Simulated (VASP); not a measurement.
Wanted: the native input for a VASP 6.6.1 run.

- Task: single point
- Functional: PBEsol
- Dispersion: D3(BJ)
- Potentials or basis: VASP PAW PBE potentials, release 64 (In_d, Sb)
- Cutoff: 520 eV
- k mesh: 10 × 10 × 10
- Occupations: gaussian, width 0.15 eV
- Spin: no spin polarisation
- Dipole correction: no
- Further INCAR settings: ALGO = Fast; EDIFF = 1e-07; NBANDS = 30

The structure of In3Sb lies in POSCAR:

```
In3Sb
1.0
    4.6402381084      0.0000000000      0.0000000000
    0.0000000000      4.5242321557      0.0000000000
    0.0000000000      0.0000000000      4.6402381084
In Sb
3 1
Direct
    0.5000000000      0.5000000000      0.0000000000
    0.5000000000      0.0000000000      0.5000000000
    0.0000000000      0.5000000000      0.5000000000
    0.0000000000      0.0000000000      0.0000000000
```

This cell differs from its parent crystal: strain -0.0250 x Voigt [0, 1, 0, 0, 0, 0].

One way to write it, as run:

INCAR

```
SYSTEM = In3Sb
  ALGO = Fast
  EDIFF = 1E-7
  ENCUT = 520
  GGA = PS
  ISIF = 2
  ISMEAR = 0
  IVDW = 12
  LASPH = .True.
  LCHARG = .False.
  LREAL = .False.
  LWAVE = .False.
  NBANDS = 30
  NELM = 100
  PREC = Accurate
  SIGMA = 0.15
```

KPOINTS

```
k-points
0
Gamma
  10 10 10
  0 0 0
```

Potentials or basis: VASP PAW PBE potentials, release 64 (In_d, Sb).

Run with:

```console
$ cat potpaw_PBE.64/In_d/POTCAR potpaw_PBE.64/Sb/POTCAR > POTCAR
$ mpirun -np 1 vasp_std > vasp.out
```

It gave:

```
Pressure                   : 1.4 GPa
Band gap on the k mesh     : zero (band 22 reaches 9.37 eV, above the bottom of band 23 at 4.78 eV)
Dispersion energy per atom : -0.427 eV
```

Caveat: the cell differs from its parent crystal (strain -0.0250 x Voigt [0, 1, 0, 0, 0, 0]); the PAW data sets were made with another functional, which shifts forces and pressure a little; spin-orbit coupling is left out, which moves the levels of the heavy elements; pairwise dispersion overbinds metals, which lowers pressure and volume.

Wall time 3.3 min on 1 thread of Intel(R) Xeon(R) 6975P-C (Granite Rapids) (shared host), peak memory 0.43 GiB.
